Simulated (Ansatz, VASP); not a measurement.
## One calculation of PbO, two programs

Contents of INCAR:

```
PREC     = Accurate       # precision mode
ENCUT    = 600            # plane-wave cutoff, eV
EDIFF    = 1E-6           # SCF threshold, eV
ISMEAR   = -1             # smearing method
SIGMA    = 0.05           # smearing width, eV
LREAL    = False          # projectors in reciprocal space
LASPH    = True           # aspherical terms in the spheres
NELM     = 200            # most SCF steps
ALGO     = Normal         # electronic algorithm
ISIF     = 2              # what is computed and relaxed
LWAVE    = False          # write WAVECAR
LCHARG   = False          # write CHGCAR
MAGMOM   = 0 0 0 0 0 0 0 0 0 0 0 0 # initial moments
LORBIT   = 11             # projections on sites
LSORBIT  = True           # spin-orbit coupling
GGA_COMPAT= False        
LORBMOM  = True         
GGA      = PE             # functional
NBANDS   = 54             # bands
```

File KPOINTS:

```
regular mesh
0
Gamma
  7 7 6
```

File POSCAR:

```
PbO
1.0
    3.9632206696      0.0000000000      0.0000000000
    0.0000000000      3.9632206696      0.0000000000
    0.0000000000      0.0000000000      4.9763748258
Pb O
2 2
Direct
    0.5000000000      0.0000000000      0.7600000000
    0.0000000000      0.5000000000      0.2400000000
    0.5000000000      0.5000000000      0.0000000000
    0.0000000000      0.0000000000      0.0000000000
```

File input.yaml:

```yaml
crystal:
  lattice:
    - [3.9632206696, 0.0, 0.0]
    - [0.0, 3.9632206696, 0.0]
    - [0.0, 0.0, 4.9763748258]
  atoms:
    - { symbol: Pb, position: [0.5, 0.0, 0.76] }
    - { symbol: Pb, position: [0.0, 0.5, 0.24] }
    - { symbol: O, position: [0.5, 0.5, 0.0] }
    - { symbol: O, position: [0.0, 0.0, 0.0] }
hamiltonian:
  xc: pbe
  pseudopotentials: { kind: paw_fr }
magnetization:
  noncollinear: true
  spin_orbit: true
kpoints:
  mp_grid: { grid: [7, 7, 6] }
scf:
  occupations: { method: fermi_dirac, width: 0.05 }
output:
  forces: true
  stress: true
  eigenvalues: true
  write_density: true
  write_potential: true
  elf: true
  volumetric_format: npy
```

Alike in both runs: task single point; functional PBE; k mesh 7 × 7 × 6; occupations fermi-dirac, width 0.05 eV; non-collinear spin, spin-orbit coupling.

```csv
,VASP,Ansatz
version,VASP 6.6.1,Ansatz 0.2.0
potentials or method,"VASP PAW PBE potentials, release 64 (Pb_d, O)",Ansatz PAW
plane-wave cutoff (eV),600,420
valence electrons in the cell,40,40
```

|  | VASP | Ansatz | Ansatz less VASP |
| --- | --- | --- | --- |
| pressure (GPa) | 4.7 | 4.6 | -0.13 |
| traceless stress, the component that is largest in VASP (GPa) | -0.79 | -0.67 | +0.119 |
| rms of the force components (eV/Å) | 0.132 | 0.119 | -0.0131 |
| net moment per atom (μB) | 0.00 | 0.00 | 0.000 |

Atom by atom the forces differ by 0.013 eV/Å (rms over components). The functional is the same, so the differences come from potentials, cutoffs and numerics.

Noted on Ansatz's run: odd divisions of the mesh miss points on the zone boundary, where band edges often lie, so the gap on the mesh can be too wide.
